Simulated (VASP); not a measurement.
**AgH16O8F: single point with PBE+D3(BJ)**

AgH16O8F:

```
O H Ag F
1.0
     6.90424    0.00000    0.00000
     0.00000    6.90424    0.00000
     0.00000    0.00000    6.90424
O H Ag F
8 16 1 1
Direct
  0.82638 0.54797 0.44490
  0.56606 0.76605 0.60038
  0.16129 0.40669 0.95850
  0.22753 0.95940 0.35287
  0.46345 0.99244 0.89819
  0.68510 0.23149 0.19986
  0.99889 0.17003 0.57378
  0.89535 0.88990 0.87245
  0.75814 0.51980 0.31793
  0.96526 0.56487 0.39809
  0.70242 0.73830 0.57388
  0.49807 0.80374 0.47829
  0.02703 0.37276 0.93078
  0.12566 0.50730 0.07195
  0.14020 0.04627 0.44032
  0.15874 0.83947 0.28393
  0.50815 0.91802 0.77809
  0.33743 0.04415 0.85656
  0.66618 0.13277 0.29215
  0.69043 0.17717 0.07167
  0.95415 0.08808 0.67886
  0.89506 0.26978 0.56210
  0.76447 0.88634 0.92227
  0.96144 0.78666 0.95340
  0.28057 0.19846 0.16458
  0.08795 0.67934 0.16260
```

- Program: VASP 6.6.1
- Task: single point
- Functional: PBE
- Dispersion: D3(BJ)
- Potentials or basis: VASP PAW PBE potentials, release 64 (O, H, Ag, F)
- Cutoff: 520 eV
- k mesh: 1 × 1 × 1
- Occupations: fermi-dirac, width 0.05 eV
- Spin: no spin polarisation
- Dipole correction: no
- Further INCAR settings: LREAL = Auto; ALGO = Normal; EDIFF = 1e-07; NBANDS = 60

| Property | Result |
| --- | --- |
| Pressure | -1.1 GPa |
| Largest force | 2.126 eV/Å |
| Band gap on the k mesh | 3.23 eV |
| Dispersion energy per atom | -0.036 eV |

Forces in eV/Å, atoms in the order of the input:
```
O    1.217 -0.435 -1.688
O   -1.175  0.937 -0.317
O   -0.640  0.382  1.034
O   -0.447 -0.205  0.649
O    0.073 -0.008 -0.862
O    0.129  2.008 -0.524
O   -0.807  0.815  0.145
O    0.593 -0.899  0.567
H    0.636  0.039  1.434
H   -1.433  0.050  0.273
H    0.013 -0.323 -0.471
H    0.503 -0.265  0.881
H    0.187 -0.532 -0.480
H    0.861  0.275 -1.040
H    0.233 -1.381 -0.783
H    0.413  1.259  0.435
H   -0.271  0.004  0.378
H    0.419 -0.148  0.068
H   -0.050 -1.363  0.821
H   -0.237 -0.645 -0.397
H   -0.004 -0.745  0.544
H    0.793 -0.135 -0.454
H   -0.375  0.086 -0.039
H   -0.066  1.039 -0.415
Ag  -0.217  0.010 -0.266
F   -0.348  0.181  0.508
```

Stress tensor (GPa, compression positive):
```
-1.96  0.34 -0.91
 0.34 -0.48 -0.26
-0.91 -0.26 -0.84
```

Levels at points of the mesh, in eV from the valence-band top:
```csv
k point,band 39,band 40,band 41,band 42,band 43,band 44
"(0.00, 0.00, 0.00)",-0.73,-0.10,0.00,3.23,5.75,6.28
```

Run time: 31 s on 1 thread of Intel(R) Xeon(R) 6975P-C (Granite Rapids), with other jobs on the host, peak memory 0.37 GiB.

Caveat: the k points lie up to 0.91 Å⁻¹ apart.
